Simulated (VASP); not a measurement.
A run of VASP 6.6.1 is set up as follows.

File INCAR:

```
SYSTEM = CoSi2
ALGO     = Normal         ! electronic algorithm
EDIFF    = 1E-6           ! SCF threshold, eV
ENCUT    = 520            ! plane-wave cutoff, eV
GGA      = PS             ! functional
ISIF     = 2              ! what is computed and relaxed
ISMEAR   = 0              ! smearing method
LASPH    = .TRUE.         ! aspherical terms in the spheres
LCHARG   = .TRUE.         ! write CHGCAR
LELF     = .TRUE.         ! ELF
LREAL    = .FALSE.        ! projectors in reciprocal space
LVHAR    = .TRUE.       
LWAVE    = .FALSE.        ! write WAVECAR
NBANDS   = 16             ! bands
NELM     = 80             ! most SCF steps
PREC     = Accurate       ! precision mode
SIGMA    = 0.15           ! smearing width, eV
```

Contents of KPOINTS:

```
k-points
0
G
  14 14 14
  0 0 0
```

Contents of POSCAR:

```
CoSi2
1.0
    0.0000000000      2.5899443453      2.5899443453
    2.5899443453      0.0000000000      2.5899443453
    2.5899443453      2.5899443453      0.0000000000
Co Si
1 2
Direct
    0.0000000000      0.0000000000      0.0000000000
    0.2500000000      0.2500000000      0.2500000000
    0.7500000000      0.7500000000      0.7500000000
```

Potentials or basis: VASP PAW PBE potentials, release 64 (Co, Si).

Run with:

```console
$ cat potpaw_PBE.64/Co/POTCAR potpaw_PBE.64/Si/POTCAR > POTCAR
$ mpirun -np 1 vasp_std > vasp.out
```

Q: Estimate the pressure.

A: 17.6 GPa.

Q: Predict the band gap on the k mesh.

A: Zero (an odd number of electrons rules out a gap without spin polarisation).

Caveat: the cell stands under pressure; the PAW data sets were made with another functional, which shifts forces and pressure a little; an odd number of electrons without spin polarisation forces a metal; a magnetic or distorted state may lie lower. Spin polarisation is off, so any magnetic state and its effect on volume and gap are missing.
